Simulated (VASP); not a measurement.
Input of a VASP 6.6.1 run:

The input INCAR:

```
PREC = Accurate ; ENCUT = 520
EDIFF = 1E-6 ; ISMEAR = -1
SIGMA = 0.03 ; LREAL = F
LASPH = T ; NELM = 100
ALGO = Normal ; ISIF = 2
LWAVE = F ; LCHARG = F
GGA = PS ; NBANDS = 7
```

The input KPOINTS:

```
regular mesh
0
Gamma
  23 23 23
```

File POSCAR:

```
Be
1.0
   -1.2907145798      1.2531209513      1.2531209513
    1.2531209513     -1.2907145798      1.2531209513
    1.2531209513      1.2531209513     -1.2907145798
Be
1
Direct
    0.0000000000      0.0000000000      0.0000000000
```

Potentials or basis: VASP PAW PBE potentials, release 64 (Be).

Launch:

```bash
$ cat potpaw_PBE.64/Be/POTCAR > POTCAR
$ mpirun -np 1 vasp_std > vasp.out
```

(1) Estimate the pressure.

(2) What does it give for the band gap on the k mesh?

Results:

(1) -1.1 GPa.

(2) zero (bands 1 and 2 overlap by 5.22 eV).

Caveat: the cell differs from its parent crystal (equal xy, yz and zx shear strains of -3 %); the PAW data sets were made with another functional, which shifts forces and pressure a little.
